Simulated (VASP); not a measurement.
# CaSe in VASP: notebook, part 2 of 2

VASP 6.6.1. Earlier steps stand in the parts before.

## 4. Single point, r2SCAN

POSCAR reads:

```
CaSe
1.0
    0.0000000000      2.9675351104      2.9675351104
    2.9675351104      0.0000000000      2.9675351104
    2.9675351104      2.9675351104      0.0000000000
Ca Se
1 1
Direct
    0.0000000000      0.0000000000      0.0000000000
    0.5000000000      0.5000000000      0.5000000000
```

INCAR.step1 reads:

```
PREC = Accurate ; ENCUT = 520
ISMEAR = 0 ; SIGMA = 0.01
LREAL = False ; LASPH = True
NELM = 60 ; NBANDS = 15
GGA = PE ; ALGO = Normal
EDIFF = 1E-4 ; LWAVE = True
LCHARG = False
```

INCAR.step2 reads:

```
PREC = Accurate ; ENCUT = 520
EDIFF = 1E-6 ; ISMEAR = 0
SIGMA = 0.01 ; LREAL = False
LASPH = True ; NELM = 60
ALGO = Normal ; ISIF = 2
LWAVE = False ; LCHARG = False
METAGGA = R2SCAN ; LMIXTAU = True
NBANDS = 15 ; ISTART = 1
```

KPOINTS reads:

```
Automatic mesh
0
Gamma
  8 8 8
```

Potentials or basis: VASP PAW PBE potentials, release 64 (Ca_sv, Se).

Launch:

```
$ cat potpaw_PBE.64/Ca_sv/POTCAR potpaw_PBE.64/Se/POTCAR > POTCAR
$ cp INCAR.step1 INCAR
$ mpirun -np 1 vasp_std > vasp.out
$ cp INCAR.step2 INCAR
$ mpirun -np 1 vasp_std > vasp.out
```

OUTCAR:

```text
PREC = Accurate
   ENCUT = 520
   EDIFF = 1E-6
   ISMEAR = 0
   LREAL = False
   LASPH = True
   NELM = 60
   ISIF = 2
   METAGGA = R2SCAN
   ISTART = 1

 ion  position               nearest neighbor table
   1  0.000  0.000  0.000-   2 2.97   2 2.97   2 2.97   2 2.97   2 2.97   2 2.97
   2  0.500  0.500  0.500-   1 2.97   1 2.97   1 2.97   1 2.97   1 2.97   1 2.97

  LATTYP: Found a face centered cubic cell.
 ALAT       =     5.9350702208

  Lattice vectors:

 A1 = (   0.0000000000,   2.9675351104,   2.9675351104)
 A2 = (   2.9675351104,   0.0000000000,   2.9675351104)
 A3 = (   2.9675351104,   2.9675351104,   0.0000000000)

Analysis of symmetry for initial positions (statically):
=====================================================================
 Subroutine PRICEL returns:
 Original cell was already a primitive cell.

 Routine SETGRP: Setting up the symmetry group for a
 face centered cubic supercell.

 Subroutine GETGRP returns: Found 48 space group operations
 (whereof 48 operations were pure point group operations)
 out of a pool of 48 trial point group operations.

The static configuration has the point symmetry O_h .

Analysis of symmetry for dynamics (positions and initial velocities):
[... 165 lines left out ...]

 k-point     1 :       0.0000    0.0000    0.0000
  band No.  band energies     occupation
      1     -39.2134      2.00000
      2     -19.3228      2.00000
      3     -19.3228      2.00000
      4     -19.3227      2.00000
      5     -10.0442      2.00000
      6       2.1145      2.00000
      7       2.1145      2.00000
      8       2.1145      2.00000
      9       6.1934      0.00000
     10       6.3447      0.00000
     11       6.3447      0.00000
     12       6.3447      0.00000
     13       6.9341      0.00000
     14       6.9341      0.00000
[... 401 lines left out ...]
      2     -19.4125      2.00000
      3     -19.3537      2.00000
      4     -19.3385      2.00000
      5      -9.3519      2.00000
      6      -0.6765      2.00000
      7       0.5114      2.00000
      8       0.8985      2.00000
      9       7.1453      0.00000
     10       7.4391      0.00000
     11       8.4266      0.00000
     12       8.7292      0.00000
     13       9.0544      0.00000
     14       9.9549      0.00000
     15      11.4080      0.00000

 [... further k-points ...]
[... 5 lines left out ...]
  --------------------------------------------------------------------------------------
  -------------------------------------------------------------------------------------
  Total        0.0807453      0.0807453      0.0807453     -0.0000000      0.0000000     -0.0000000
  in kB        2.4752003      2.4752003      2.4752003     -0.0000000      0.0000000     -0.0000000
  external PRESSURE =       2.4752003 kB  Pullay stress =       0.0000000 kB

 VOLUME and BASIS-vectors are now :
 -----------------------------------------------------------------------------
  energy-cutoff  :      520.00
  volume of cell :       52.27
      direct lattice vectors                 reciprocal lattice vectors
     0.000000000  2.967535110  2.967535110    -0.168490003  0.168490003  0.168490003
     2.967535110  0.000000000  2.967535110     0.168490003 -0.168490003  0.168490003
     2.967535110  2.967535110  0.000000000     0.168490003  0.168490003 -0.168490003

 POSITION                                       TOTAL-FORCE (eV/Angst)
 -----------------------------------------------------------------------------------
      0.00000      0.00000      0.00000         0.000000     -0.000000     -0.000000
      2.96754      2.96754      2.96754        -0.000000      0.000000      0.000000
 -----------------------------------------------------------------------------------
    total drift:                                0.000000     -0.000000     -0.000000

  FREE ENERGIE OF THE ION-ELECTRON SYSTEM (eV)
  ---------------------------------------------------
  free  energy   TOTEN  =       -25.9790885279 eV

  energy  without entropy=      -25.9790885279  energy(sigma->0) =      -25.97908853
```

OUTCAR.step1:

```text
PREC = Accurate
   ENCUT = 520
   ISMEAR = 0
   LREAL = False
   LASPH = True
[... 653 lines left out ...]
      0.00000      0.00000      0.00000         0.000000      0.000000     -0.000000
      2.96754      2.96754      2.96754         0.000000     -0.000000      0.000000
 -----------------------------------------------------------------------------------
    total drift:                                0.000000     -0.000000     -0.000000

  FREE ENERGIE OF THE ION-ELECTRON SYSTEM (eV)
  ---------------------------------------------------
  free  energy   TOTEN  =        -9.4838922825 eV

  energy  without entropy=       -9.4838922825  energy(sigma->0) =       -9.48389228
```

OSZICAR.step1:

```text
N       E                     dE             d eps       ncg     rms          rms(c)
DAV:   1     0.106530326373E+03    0.10653E+03   -0.74128E+03   870   0.973E+02
DAV:   2    -0.500303571304E+01   -0.11153E+03   -0.10597E+03  1052   0.243E+02
DAV:   3    -0.940122379614E+01   -0.43982E+01   -0.43536E+01  1152   0.459E+01
DAV:   4    -0.962538095356E+01   -0.22416E+00   -0.22390E+00  1209   0.836E+00
DAV:   5    -0.962663788741E+01   -0.12569E-02   -0.12568E-02  1208   0.715E-01    0.425E+00
DAV:   6    -0.948713000851E+01    0.13951E+00   -0.18652E-01  1017   0.228E+00    0.253E+00
DAV:   7    -0.947984283372E+01    0.72872E-02   -0.98091E-02  1120   0.198E+00    0.815E-01
DAV:   8    -0.948379635620E+01   -0.39535E-02   -0.11900E-02   898   0.829E-01    0.118E-01
DAV:   9    -0.948389228255E+01   -0.95926E-04   -0.64710E-04  1132   0.255E-01
   1 F= -.94838923E+01 E0= -.94838923E+01  d E =-.230090-112
```

Run time: 52 s. Hardware: 1 thread of Intel Xeon Platinum 8259CL at 2.50GHz (Skylake/Cascade Lake), shared host; peak memory 0.19 GiB.

Results:

| Item | Value |
| --- | --- |
| Free energy | -25.9791 eV |
| Pressure | 0.2 GPa |
| Band gap on the k mesh | 2.52 eV, indirect (least direct gap 3.46 eV) |

Caveat: the PAW data sets were made with another functional, which shifts forces and pressure a little.

## 5. Single point, PBE (strain along [111] +5.0%)

INCAR reads:

```
SYSTEM = CaSe
PREC     = Accurate       ! precision mode
ENCUT    = 520            ! plane-wave cutoff, eV
EDIFF    = 1E-6           ! SCF threshold, eV
ISMEAR   = -1             ! smearing method
SIGMA    = 0.02           ! smearing width, eV
LREAL    = .False.        ! projectors in reciprocal space
LASPH    = .True.         ! aspherical terms in the spheres
NELM     = 60             ! most SCF steps
ALGO     = Normal         ! electronic algorithm
ISIF     = 2              ! what is computed and relaxed
LWAVE    = .False.        ! write WAVECAR
LCHARG   = .True.         ! write CHGCAR
GGA      = PE             ! functional
LELF     = .True.         ! ELF
LVHAR    = .True.       
NBANDS   = 15             ! bands
```

KPOINTS reads:

```
regular mesh
0
Gamma
  8 8 8
  0 0 0
```

POSCAR reads:

```
CaSe
1.0
    0.0989178370      3.0664529474      3.0664529474
    3.0664529474      0.0989178370      3.0664529474
    3.0664529474      3.0664529474      0.0989178370
Ca Se
1 1
Direct
    0.0000000000      0.0000000000      0.0000000000
    0.5000000000      0.5000000000      0.5000000000
```

Launch:

```
$ cat potpaw_PBE.64/Ca_sv/POTCAR potpaw_PBE.64/Se/POTCAR > POTCAR
$ mpirun -np 1 vasp_std > vasp.out
```

Run time: 32 s. Hardware: 1 thread of Intel Xeon Platinum 8259CL at 2.50GHz (Skylake/Cascade Lake), shared host; peak memory 0.21 GiB.

The run converged. Its results:

| Property | Result |
| --- | --- |
| Free energy | -9.4624 eV |
| Pressure | -1.5 GPa |
| Band gap on the k mesh | 2.05 eV, indirect (least direct gap 2.84 eV) |

Stress tensor (GPa, compression positive):
```
-1.53 -0.92 -0.92
-0.92 -1.53 -0.92
-0.92 -0.92 -1.53
```

Levels at points of the mesh, in eV from the valence-band top:
```tsv
k point	band 6	band 7	band 8	band 9	band 10	band 11
(0.00, 0.00, 0.00)	-0.28	0.00	0.00	2.84	3.50	3.71
(0.50, 0.00, 0.00)	-3.14	-1.34	-1.11	4.26	4.99	5.38
(0.50, 0.50, 0.00)	-2.47	-1.09	-0.85	2.05	4.67	4.82
(0.50, 0.50, 0.50)	-3.23	-1.00	-1.00	4.48	5.13	5.17
```

Caveat: the cell differs from its parent crystal (strain along [111] +5.0%). A k mesh can miss the band edges.

## 6. Summary

```tsv
level	cell	smearing	gap on the mesh (eV)	pressure (GPa)
PBE	a = 4.197 Å, angles 60.0°, 2 atoms	fermi-dirac 0.02 eV	2.05	0.7
r2SCAN	a = 4.155 Å, angles 60.0°, 2 atoms	gaussian 0.01 eV	2.44	1.9
r2SCAN	a = 4.197 Å, angles 60.0°, 2 atoms	gaussian 0.01 eV	2.52	0.2
PBE	a = 4.338 Å, angles 57.9°, 2 atoms	fermi-dirac 0.02 eV	2.05	-1.5
```

Alike in all rows: task single point; potentials or basis VASP PAW PBE potentials, release 64 (Ca_sv, Se); no spin polarisation; k mesh 8 × 8 × 8; cutoff (eV) 520.

Caveats: the PAW data sets were made with another functional, which shifts forces and pressure a little (some runs).

Absolute energies hang on the potentials; compare differences alone.
